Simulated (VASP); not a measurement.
Input of a VASP 6.6.1 run:

INCAR

```
SYSTEM = Cu
PREC = Accurate
ENCUT = 700
EDIFF = 1E-7
ISMEAR = -1
SIGMA = 0.1
LREAL = .FALSE.
LASPH = .TRUE.
NELM = 120
ALGO = Normal
ISIF = 3
LWAVE = .FALSE.
LCHARG = .FALSE.
GGA = CA
IBRION = 2
NSW = 80
EDIFFG = -0.01
GGA_COMPAT = .FALSE.
NELMIN = 4
```

The input KPOINTS:

```
regular mesh
0
G
  15 15 15
  0 0 0
```

File POSCAR:

```
Cu
1.0
    0.0000000000      1.8074800000      1.8074800000
    1.8074800000      0.0000000000      1.8074800000
    1.8074800000      1.8074800000      0.0000000000
Cu
1
Direct
    0.0000000000      0.0000000000      0.0000000000
```

Potentials or basis: VASP PAW LDA potentials, release 64 (Cu_sv_GW).

Command:

```console
$ cat potpaw_LDA.64/Cu_sv_GW/POTCAR > POTCAR
$ mpirun -np 1 vasp_std > vasp.out
```

(1) Estimate the space group after relaxing (to 0.05 Å).

(2) Predict the relaxed volume.

(3) Predict the relaxed cell.

Answers

(1) Fm-3m (No. 225).

(2) 10.70 Å³/atom.

(3) a = 2.473 Å, b = 2.473 Å, c = 2.473 Å, α = 60.00°, β = 60.00°, γ = 60.00°.
